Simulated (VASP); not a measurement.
Wanted: the native input for a VASP 6.6.1 run.

```yaml
Task: single point
Functional: PBE
Potentials_or_basis: VASP PAW PBE potentials, release 64 (C)
Cutoff: 520 eV
k_mesh: 6 × 6 × 6
Occupations: gaussian, width 0.01 eV
Spin: no spin polarisation
Dipole_correction: no
Further_INCAR_settings: ALGO = Normal; EDIFF = 1e-07; NBANDS = 11
```

The structure of C lies in POSCAR:

```
C
1.0
   -0.0388188608      1.7947090060      1.7947090060
    1.7947090060     -0.0388188608      1.7947090060
    1.7947090060      1.7947090060     -0.0388188608
C
2
Direct
   -0.0000747738     -0.0000747738     -0.0000747738
    0.2500747738      0.2500747738      0.2500747738
```

This cell differs from its parent crystal: epitaxial 111 strain +3.0%.

These files were run (other wordings do the same):

INCAR

```
SYSTEM = C
  ALGO = Normal
  EDIFF = 1E-7
  ENCUT = 520
  GGA = PE
  ISIF = 2
  ISMEAR = 0
  LASPH = .TRUE.
  LCHARG = .FALSE.
  LREAL = .FALSE.
  LWAVE = .FALSE.
  NBANDS = 11
  NELM = 100
  PREC = Accurate
  SIGMA = 0.01
```

KPOINTS

```
k-points
0
G
  6 6 6
  0 0 0
```

Potentials or basis: VASP PAW PBE potentials, release 64 (C).

The run is started by

```sh
$ cat potpaw_PBE.64/C/POTCAR > POTCAR
$ mpirun -np 1 vasp_std > vasp.out
```

It gave:

* Pressure: -17.5 GPa
* Largest force: 0.045 eV/Å
* Band gap on the k mesh: 4.01 eV, indirect (least direct gap 5.14 eV)

Caveat: the k points lie up to 0.50 Å⁻¹ apart; the cell differs from its parent crystal (epitaxial 111 strain +3.0%).

Run time: 3.9 s on 1 thread of Intel Xeon 6975P-C, with other jobs on the host, peak memory 0.11 GiB.
